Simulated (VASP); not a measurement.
A run of VASP 6.6.1 is set up as follows.

INCAR

```
  ALGO = Normal
  EDIFF = 1E-6
  ENCUT = 600
  GGA = PS
  GGA_COMPAT = F
  ISIF = 2
  ISMEAR = -1
  LASPH = T
  LCHARG = F
  LREAL = F
  LWAVE = F
  NBANDS = 11
  NELM = 120
  PREC = Accurate
  SIGMA = 0.02
```

File KPOINTS:

```
k-points
0
Gamma
  8 8 8
```

The input POSCAR:

```
MgO
1.0
    0.0000000000      2.0855797064      2.1550990300
    2.0855797064      0.0000000000      2.1550990300
    2.0855797064      2.0855797064      0.0000000000
Mg O
1 1
Direct
    0.0000000000      0.0000000000      0.0000000000
    0.5000000000      0.5000000000      0.5000000000
```

Potentials or basis: VASP PAW PBE potentials, release 64 (Mg, O).

Command:

```console
$ cat potpaw_PBE.64/Mg/POTCAR potpaw_PBE.64/O/POTCAR > POTCAR
$ mpirun -np 1 vasp_std > vasp.out
```

Q: Predict the pressure.

A: -0.7 GPa.

Q: What does it give for the band gap on the k mesh?

A: 4.55 eV, direct.

Stress tensor (GPa, compression positive):
```
 1.39  0.00  0.00
 0.00  1.39  0.00
 0.00  0.00 -4.87
```

Caveat: the PAW data sets were made with another functional, which shifts forces and pressure a little.
